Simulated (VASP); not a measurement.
Crystal: NiO2.

```
Ni O
1.0
     2.91215    0.00000    0.00000
    -1.45608    2.52200    0.00000
     0.00000    0.00000   10.55527
Ni O
2 4
Direct
  0.00000 0.00000 0.50000
  0.00000 0.00000 0.00000
  0.33333 0.66667 0.58908
  0.33333 0.66667 0.91092
  0.66667 0.33333 0.41092
  0.66667 0.33333 0.08908
```

Base run:

```yaml
Program: VASP 6.6.1
Functional: PBEsol
Potentials_or_basis: VASP PAW PBE potentials, release 64 (Ni_sv_GW, O)
Cutoff: 600 eV
k_mesh: 10 × 10 × 3
Occupations: fermi-dirac, width 0.05 eV
Spin: collinear spin, ferromagnetic start
Starting_moments: "[1.0, 1.0, 0.0, 0.0, 0.0, 0.0] μB"
```

Its results: band gap on the k mesh 0.91 eV, indirect (least direct gap 1.20 eV); pressure -16.1 GPa; net moment 0.00 μB per cell; largest force 1.006 eV/Å.

**Question.** The run is repeated on the same cell with these changes: potentials or basis from VASP PAW PBE potentials, release 64 (Ni_sv_GW, O) to VASP PAW PBE potentials, release 64 (Ni, O); cutoff from 600 eV to 520 eV; further incar settings from ALGO = Normal; EDIFF = 1e-06; NBANDS = 43 to ALGO = Normal; EDIFF = 1e-06; NBANDS = 35; valence electrons from 60 to 44. What comes out?

**Answer.** Band gap on the k mesh 0.90 eV, indirect (least direct gap 1.19 eV); pressure -15.0 GPa; net moment 0.00 μB per cell; largest force 0.988 eV/Å.

Caveats: the PAW data sets were made with another functional, which shifts forces and pressure a little.

A k mesh can miss the band edges.
